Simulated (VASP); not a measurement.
A run of VASP 6.6.1:

File INCAR:

```
  ALGO = Normal
  EDIFF = 1E-7
  ENCUT = 520
  GGA = PS
  ISIF = 2
  ISMEAR = -1
  LASPH = True
  LCHARG = False
  LREAL = False
  LWAVE = False
  NBANDS = 12
  NELM = 80
  PREC = Accurate
  SIGMA = 0.05
```

File KPOINTS:

```
k-points
0
Gamma
  12 12 12
```

The input POSCAR:

```
Zn
1.0
    0.0000000000      1.9034777387      1.9034777387
    1.9034777387      0.0000000000      1.9034777387
    1.9034777387      1.9034777387      0.0000000000
Zn
1
Direct
    0.0000000000      0.0000000000      0.0000000000
```

Potentials or basis: VASP PAW PBE potentials, release 64 (Zn).

Launch:

```bash
$ cat potpaw_PBE.64/Zn/POTCAR > POTCAR
$ mpirun -np 1 vasp_std > vasp.out
```

Hardware: 1 thread of AMD EPYC 7R43 64-Core Processor (Zen 3) (shared host).

Task: Estimate the wall time of this run.

Result: It took 14 s on 1 thread of AMD EPYC 7R43 64-Core Processor (Zen 3), on a shared host, peak memory 0.09 GiB. Counts: scf iterations 11, k points 72.
